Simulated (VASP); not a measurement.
Crystal: Sb.

```xyz
1
Lattice="-1.5765 1.5765 2.7119 1.5765 -1.5765 2.7119 1.5765 1.5765 -2.7119" Properties=species:S:1:pos:R:3 pbc="T T T"
Sb    0.0000    0.0000    0.0000
```

Base run:

| Item | Value |
| --- | --- |
| Program | VASP 6.6.1 |
| Functional | BLYP |
| Potentials or basis | VASP PAW PBE potentials, release 64 (Sb) |
| Cutoff | 500 eV |
| k mesh | 11 × 11 × 11 |
| Occupations | methfessel-paxton, width 0.05 eV |
| Spin | no spin polarisation |

Its results: band gap on the k mesh zero (an odd number of electrons rules out a gap without spin polarisation); pressure 7.5 GPa.

**Question.** The run is repeated on the same cell with these changes: functional from BLYP to LDA; potentials or basis from VASP PAW PBE potentials, release 64 (Sb) to VASP PAW LDA potentials, release 64 (Sb). What comes out?

**Answer.** Band gap on the k mesh zero (an odd number of electrons rules out a gap without spin polarisation); pressure -2.5 GPa.

Caveats: spin-orbit coupling is left out, which moves the levels of the heavy elements; the cell stands under pressure (at least some runs); the PAW data sets were made with another functional, which shifts forces and pressure a little (at least some runs).
